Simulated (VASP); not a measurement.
A run of VASP 6.6.1:

The input INCAR:

```
  PREC = Accurate
  ENCUT = 520
  EDIFF = 1E-6
  ISMEAR = 0
  SIGMA = 0.05
  LREAL = False
  LASPH = True
  NELM = 80
  ALGO = Normal
  ISIF = 2
  LWAVE = False
  LCHARG = True
  GGA = PS
  LELF = True
  LVHAR = True
  NBANDS = 9
```

Contents of KPOINTS:

```
regular mesh
0
Gamma
  10 10 10
```

POSCAR

```
LiH
1.0
    0.0000000000      1.8699000000      1.8699000000
    1.8699000000      0.0000000000      1.8699000000
    1.8699000000      1.8699000000      0.0000000000
Li H
1 1
Direct
    0.0000000000      0.0000000000      0.0000000000
    0.5000000000      0.5000000000      0.5000000000
```

Potentials or basis: VASP PAW PBE potentials, release 64 (Li_sv, H).

Command:

```sh
$ cat potpaw_PBE.64/Li_sv/POTCAR potpaw_PBE.64/H/POTCAR > POTCAR
$ mpirun -np 1 vasp_std > vasp.out
```

Hardware: 1 thread of Intel(R) Xeon(R) 6975P-C (Granite Rapids), on a shared host.

Q: Estimate the wall time of this run.

A: Wall time 2.8 s on 1 thread of Intel(R) Xeon(R) 6975P-C (Granite Rapids) (shared host), peak memory 0.11 GiB. Counts: scf iterations 11, k points 47.
